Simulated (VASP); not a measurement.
Write the native input for VASP 6.6.1 that does the following.

```
Task                   : single point
Functional             : PBE
Potentials or basis    : VASP PAW PBE potentials, release 64 (Bi_d, H)
Cutoff                 : 520 eV
k mesh                 : 6 × 6 × 4
Occupations            : gaussian, width 0.1 eV
Spin                   : no spin polarisation
Dipole correction      : no
Further INCAR settings : ALGO = Normal; EDIFF = 1e-07; NBANDS = 18
```

The structure of BiH4 lies in POSCAR:

```
BiH4
1.0
    3.4664442800      0.0000000000      0.0000000000
    0.0000000000      3.4664442800      0.0000000000
    0.0000000000      0.0000000000      5.0802426700
Bi H
1 4
Direct
    0.0000000000      0.0000000000      0.0000000000
    0.0000000000      0.0000000000      0.5000000000
    0.5000000000      0.5000000000      0.0000000000
    0.0000000000      0.5000000000      0.5000000000
    0.5000000000      0.0000000000      0.5000000000
```

The cell was built from a structure type or drawn by symmetry, and may not be a known phase.

The input as run:

INCAR

```
SYSTEM = BiH4
PREC     = Accurate       ! precision mode
ENCUT    = 520            ! plane-wave cutoff, eV
EDIFF    = 1E-7           ! SCF threshold, eV
ISMEAR   = 0              ! smearing method
SIGMA    = 0.1            ! smearing width, eV
LREAL    = .FALSE.        ! projectors in reciprocal space
LASPH    = .TRUE.         ! aspherical terms in the spheres
NELM     = 100            ! most SCF steps
ALGO     = Normal         ! electronic algorithm
ISIF     = 2              ! what is computed and relaxed
LWAVE    = .FALSE.        ! write WAVECAR
LCHARG   = .TRUE.         ! write CHGCAR
GGA      = PE             ! functional
LELF     = .TRUE.         ! ELF
LVHAR    = .TRUE.       
NBANDS   = 18             ! bands
```

KPOINTS

```
Automatic mesh
0
G
  6 6 4
  0 0 0
```

Potentials or basis: VASP PAW PBE potentials, release 64 (Bi_d, H).

Launch:

```sh
$ cat potpaw_PBE.64/Bi_d/POTCAR potpaw_PBE.64/H/POTCAR > POTCAR
$ mpirun -np 1 vasp_std > vasp.out
```

Results of the run:

* Pressure: -8.7 GPa
* Band gap on the k mesh: zero (an odd number of electrons rules out a gap without spin polarisation)

Caveat: the cell stands under tension; spin-orbit coupling is left out, which moves the levels of the heavy elements.

It took 25 s on 1 thread of Intel(R) Xeon(R) Platinum 8488C (Sapphire Rapids), on a shared host, peak memory 0.18 GiB.
